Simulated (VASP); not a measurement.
Set up this calculation in VASP 6.6.1, as the native input.

```yaml
Task: single point
Functional: LDA
Potentials_or_basis: VASP PAW LDA potentials, release 64 (Cs_sv)
Cutoff: 520 eV
k_mesh: 8 × 8 × 8
Occupations: gaussian, width 0.1 eV
Spin: no spin polarisation
Dipole_correction: no
Further_INCAR_settings: ALGO = Normal; EDIFF = 1e-06; NBANDS = 10
```

The structure of Cs lies in POSCAR:

```
Cs
1.0
   -2.8840810378      2.8840810378      2.8840810378
    2.8840810378     -2.8840810378      2.8840810378
    2.8840810378      2.8840810378     -2.8840810378
Cs
1
Direct
    0.0000000000      0.0000000000      0.0000000000
```

These files were run (other wordings do the same):

INCAR

```
  PREC = Accurate
  ENCUT = 520
  EDIFF = 1E-6
  ISMEAR = 0
  SIGMA = 0.1
  LREAL = False
  LASPH = True
  NELM = 100
  ALGO = Normal
  ISIF = 2
  LWAVE = False
  LCHARG = True
  LELF = True
  LVHAR = True
  NBANDS = 10
```

KPOINTS

```
Automatic mesh
0
Gamma
  8 8 8
```

Potentials or basis: VASP PAW LDA potentials, release 64 (Cs_sv).

Command:

```console
$ cat potpaw_LDA.64/Cs_sv/POTCAR > POTCAR
$ mpirun -np 1 vasp_std > vasp.out
```

It gave:

```
Pressure : 0.0 GPa
```

It took 19 s on 1 thread of Intel Xeon 6975P-C, on a shared host, peak memory 0.19 GiB.
